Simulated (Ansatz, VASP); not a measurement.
## TiO2: VASP beside Ansatz

POSCAR

```
TiO2
1.0
    5.7110056546      0.0000000000      0.0000000000
   -2.8555028273      4.9458759780      0.0000000000
    0.0000000000      0.0000000000      6.2728413892
Ti O
3 6
Direct
    0.0000000000      0.5000000000      0.3333333333
    0.5000000000      0.5000000000      0.6666666667
    0.5000000000      0.0000000000      0.0000000000
    0.5750261779      0.7875130889      0.8333333333
    0.7875130889      0.5750261779      0.5000000000
    0.7875130889      0.2124869111      0.1666666667
    0.4249738221      0.2124869111      0.8333333333
    0.2124869111      0.4249738221      0.5000000000
    0.2124869111      0.7875130889      0.1666666667
```

INCAR.step1

```
SYSTEM = TiO2
PREC = Accurate
ENCUT = 520
ISMEAR = 0
SIGMA = 0.02
LREAL = .False.
LASPH = .True.
NELM = 80
NBANDS = 46
GGA = PE
ALGO = Normal
EDIFF = 1E-4
LWAVE = .True.
LCHARG = .False.
```

The input INCAR.step2:

```
SYSTEM = TiO2
PREC = Accurate
ENCUT = 520
EDIFF = 1E-7
ISMEAR = 0
SIGMA = 0.02
LREAL = .False.
LASPH = .True.
NELM = 80
ALGO = Normal
ISIF = 2
LWAVE = .False.
LCHARG = .True.
METAGGA = R2SCAN
LMIXTAU = .True.
LELF = .True.
LVHAR = .True.
NBANDS = 46
ISTART = 1
```

File KPOINTS:

```
regular mesh
0
Gamma
  6 6 4
  0 0 0
```

Input for Ansatz:

```yaml
crystal:
  lattice:
    - [5.7110056546, 0.0, 0.0]
    - [-2.8555028273, 4.945875978, 0.0]
    - [0.0, 0.0, 6.2728413892]
  atoms:
    - { symbol: Ti, position: [0.0, 0.5, 0.3333333333] }
    - { symbol: Ti, position: [0.5, 0.5, 0.6666666667] }
    - { symbol: Ti, position: [0.5, 0.0, 0.0] }
    - { symbol: O, position: [0.5750261779, 0.7875130889, 0.8333333333] }
    - { symbol: O, position: [0.7875130889, 0.5750261779, 0.5] }
    - { symbol: O, position: [0.7875130889, 0.2124869111, 0.1666666667] }
    - { symbol: O, position: [0.4249738221, 0.2124869111, 0.8333333333] }
    - { symbol: O, position: [0.2124869111, 0.4249738221, 0.5] }
    - { symbol: O, position: [0.2124869111, 0.7875130889, 0.1666666667] }
basis:
  ecutwfc: 500
kpoints:
  mp_grid: { grid: [6, 6, 4] }
  band_path: { path: [VBM, CBM], npoints: 2 }
hamiltonian:
  xc: r2scan
scf:
  occupations: { method: gaussian, width: 0.02 }
output:
  forces: true
  stress: true
  eigenvalues: true
checkpoint:
  read: start.run
  write: ck
  compress: false
  write_wavefunctions: false
  write_every: 100000
```

Alike in both runs: task single point; functional r2SCAN; k mesh 6 × 6 × 4; occupations gaussian, width 0.02 eV; no spin polarisation.

```csv
,VASP,Ansatz
version,VASP 6.6.1,Ansatz 0.2.0
potentials or method,"VASP PAW PBE potentials, release 64 (Ti_sv, O), cutoff 520 eV","scalar-relativistic, plane waves, PAW"
valence electrons in the cell,72,72
```

|  | VASP | Ansatz | Ansatz less VASP |
| --- | --- | --- | --- |
| gap on the k mesh at the Fermi level (eV) | 3.90 | 3.90 | +0.002 |
| least direct gap on the mesh (eV) | 3.98 | 3.99 | +0.002 |
| pressure (GPa) | 0.7 | 0.0 | -0.65 |
| rms of the force components (eV/Å) | 0.022 | 0.004 | -0.0187 |

VASP's potentials were made for PBE, not for r2SCAN. Atom by atom the forces differ by 0.019 eV/Å (rms over components). The functional is the same, so the differences come from potentials, cutoffs and numerics.
